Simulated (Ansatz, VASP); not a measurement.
One calculation of Hf, two programs

```xyz
1
Lattice="0.0000 2.2200 2.1312 2.2200 0.0000 2.1312 2.2200 2.2200 0.0000" Properties=species:S:1:pos:R:3 pbc="T T T"
Hf    0.0000    0.0000    0.0000
```

Change from the starting cell: strain +0.000 along x and y, -0.040 along z, atoms carried along.

Alike in both runs: task single point; functional PBEsol; k mesh 18 × 18 × 18; occupations gaussian, width 0.15 eV; no spin polarisation.

```csv
,VASP,Ansatz
version,VASP 6.6.1,Ansatz 0.2.0
potentials or method,"VASP PAW PBE potentials, release 64 (Hf_pv), cutoff 520 eV","scalar-relativistic, plane waves, PAW"
valence electrons in the cell,10,26
```

```tsv
	VASP	Ansatz	Ansatz less VASP
gap on the k mesh at the Fermi level (eV)	none	none	-
pressure (GPa)	2.6	2.9	+0.39
traceless stress, the component that is largest in VASP (GPa)	1.48	1.46	-0.022
```

VASP's potentials were made for PBE, not for PBEsol. A gap of «none» marks a metal or a gap that the smearing closes. VASP's potentials hold 10 valence electrons a cell and Ansatz's 26, so a difference there can come from the potentials and not from the codes.

Neither program's run includes spin-orbit coupling.
